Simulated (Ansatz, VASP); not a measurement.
**LuPdO2: VASP beside Ansatz**

```
Lu Pd O
1.0
     3.75304    0.00000    0.00000
    -1.87652    3.25022    0.00000
     0.00000    0.00000    5.48018
Lu Pd O
1 1 2
Direct
  0.00000 0.00000 0.00000
  0.00000 0.00000 0.50000
  0.33333 0.66667 0.50000
  0.66667 0.33333 0.50000
```

Alike in both runs: functional PBE; k mesh 12 × 12 × 10; occupations gaussian, width 0.1 eV; no spin polarisation.

Ansatz relaxed the structure, and its values are those at the end. VASP's run is a single point on that final structure, the one shown.

|  | VASP | Ansatz |
| --- | --- | --- |
| version | VASP 6.6.1 | Ansatz 0.2.0 |
| potentials or method | VASP PAW PBE potentials, release 64 (Lu, Pd, O), cutoff 520 eV | scalar-relativistic, plane waves, PAW |
| valence electrons in the cell | 47 | 55 |

|  | VASP | Ansatz | Ansatz less VASP |
| --- | --- | --- | --- |
| gap on the k mesh at the Fermi level (eV) | none | none | - |
| pressure (GPa) | 0.0 | 0.0 | +0.01 |

A gap of «none» marks a metal or a gap that the smearing closes. VASP's potentials hold 47 valence electrons a cell and Ansatz's 55, so a difference there can come from the potentials and not from the codes.

Neither program's run includes spin-orbit coupling.
